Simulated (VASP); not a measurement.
## PtSe: relaxation of cell and atoms with LDA

Crystal: PtSe.

```xyz
2
Lattice="3.7019 0.0000 0.0000 -1.8509 3.2059 0.0000 0.0000 0.0000 3.6128" Properties=species:S:1:pos:R:3 pbc="T T T"
Pt    0.0000    0.0000    0.0000
Se    1.8509    1.0686    1.8064
```

| Item | Value |
| --- | --- |
| Program | VASP 6.6.1 |
| Task | relaxation of cell and atoms |
| Functional | LDA |
| Potentials or basis | VASP PAW LDA potentials, release 64 (Pt, Se) |
| Cutoff | 600 eV |
| k mesh | 8 × 8 × 7 |
| Occupations | fermi-dirac, width 0.05 eV |
| Spin | no spin polarisation |
| Dipole correction | no |
| Further INCAR settings | ALGO = Normal; EDIFF = 1e-07; IBRION = 2; EDIFFG = -0.01; NSW = 60; ISIF = 3 |

```yaml
Relaxed_volume: 18.13 Å³/atom
Relaxed_cell: a = 3.674 Å, b = 3.674 Å, c = 3.102 Å, α = 90.00°, β = 90.00°, γ = 120.00°
Space_group_after_relaxing_to_0.05_Å: P-6m2 (No. 187)
Energy_gained_by_relaxing: 265.8 meV/atom
Ionic_steps: 12
Pressure_after_relaxing: 0.0 GPa
Band_gap_on_the_k_mesh: zero (band 8 reaches 9.03 eV, above the bottom of band 9 at 8.10 eV)
```

The path:
```tsv
step	energy change (eV)	largest force (eV/Å)	pressure (GPa)	volume (Å³)
1	0.0000	0.0000	-18.34	42.88
2	0.3284	0.0000	50.89	29.36
3	-0.5094	0.0000	-1.16	35.97
4	-0.5105	0.0000	-0.23	35.76
5	-0.5105	0.0000	0.38	35.62
6	-0.5129	0.0000	0.36	35.67
7	-0.5191	0.0000	0.28	35.81
8	-0.5286	0.0000	0.30	36.05
9	-0.5188	0.0000	1.23	36.30
10	-0.5314	0.0000	0.42	36.16
11	-0.5252	0.0000	-2.82	36.96
12	-0.5315	0.0000	-0.01	36.26
```

Final structure:
```
Pt Se
1.0
     3.67386    0.00000    0.00000
    -1.83693    3.18166    0.00000
     0.00000    0.00000    3.10171
Pt Se
1 1
Direct
  0.00000 0.00000 0.00000
  0.66667 0.33333 0.50000
```

Levels at points of the mesh, in eV from the Fermi level:
| k point | band 6 | band 7 | band 8 | band 9 | band 10 | band 11 |
| --- | --- | --- | --- | --- | --- | --- |
| (0.00, 0.00, 0.00) | -2.57 | -1.05 | 0.26 | 0.63 | 0.63 | 6.79 |
| (0.50, 0.00, 0.00) | -2.72 | -2.33 | -1.86 | 1.92 | 3.11 | 7.15 |

It took 2 min on 1 thread of Intel(R) Xeon(R) Platinum 8488C (Sapphire Rapids), with other jobs on the host, peak memory 0.18 GiB.

Caveat: the volume moved by over 15 % at a fixed basis, so the end points are rough; spin-orbit coupling is left out, which moves the levels of the heavy elements.
